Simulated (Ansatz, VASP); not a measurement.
One calculation of KI, two programs

```
CELL_PARAMETERS angstrom
0.00000 3.55945 3.55945
3.55945 0.00000 3.55945
3.55945 3.55945 0.00000
ATOMIC_POSITIONS crystal
K 0.00000 0.00000 0.00000
I 0.50000 0.50000 0.50000
```

Change from the starting cell: volume scaled by 1.03.

Alike in both runs: task single point; functional PBE; k mesh 8 × 8 × 8; occupations fermi-dirac, width 0.01 eV; no spin polarisation.

|  | VASP | Ansatz |
| --- | --- | --- |
| version | VASP 6.6.1 | Ansatz 0.2.0 |
| potentials or method | VASP PAW PBE potentials, release 64 (K_sv, I), cutoff 520 eV | all-electron LAPW, scalar-relativistic |

|  | VASP | Ansatz | Ansatz less VASP |
| --- | --- | --- | --- |
| gap on the k mesh at the Fermi level (eV) | 3.91 | 3.91 | +0.004 |
| pressure (GPa) | 0.3 | 0.3 | -0.03 |

Ansatz ran all-electron here, and VASP with PAW potentials.

Spin-orbit coupling is off throughout.
